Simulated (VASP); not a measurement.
**NbTe: single point with PBE+U**

NbTe:

```
Nb Te
1.0
     3.69059    0.00000    0.00000
    -1.84529    3.19614    0.00000
     0.00000    0.00000    3.68186
Nb Te
1 1
Direct
  0.00000 0.00000 0.50000
  0.66667 0.33333 0.00000
```

```yaml
Program: VASP 6.6.1
Task: single point
Functional: PBE
Potentials_or_basis: VASP PAW PBE potentials, release 64 (Nb_sv, Te)
Cutoff: 520 eV
k_mesh: 2 × 2 × 2
Occupations: fermi-dirac, width 0.012 eV
Spin: no spin polarisation
Hubbard_terms: Nb d U = 2.3 eV
Dipole_correction: no
Further_INCAR_settings: ALGO = Normal; EDIFF = 1e-07; NBANDS = 16
```

* Pressure: 5.0 GPa

Stress tensor (GPa, compression positive):
```
3.18 0.00 0.00
0.00 3.18 0.00
0.00 0.00 8.50
```

Levels at points of the mesh, in eV from the Fermi level:
```tsv
k point	band 7	band 8	band 9	band 10	band 11	band 12
(0.00, 0.00, 0.00)	-3.10	-2.91	-2.30	0.16	0.16	2.55
(0.50, 0.00, 0.00)	-3.81	-2.58	-2.58	-0.17	1.39	1.72
(0.00, 0.00, 0.50)	-2.59	-2.59	-0.88	-0.88	0.95	1.71
(0.50, 0.00, 0.50)	-5.93	-4.25	-1.44	1.33	1.57	1.85
```

Eigenvalues of the final occupation matrices:
```
    site  spin  trace               eigenvalues
site 1 d     1   1.21  0.16 0.22 0.22 0.31 0.31
site 1 d     2   1.21  0.16 0.22 0.22 0.31 0.31
```

Wall time 6.5 s on 1 thread of Intel Xeon 6975P-C (shared host), peak memory 0.15 GiB.

Caveat: the k points lie up to 0.98 Å⁻¹ apart; spin-orbit coupling is left out, which moves the levels of the heavy elements; U without spin polarisation on a metal has little footing; the U is typed as a test and isn't derived for this compound.
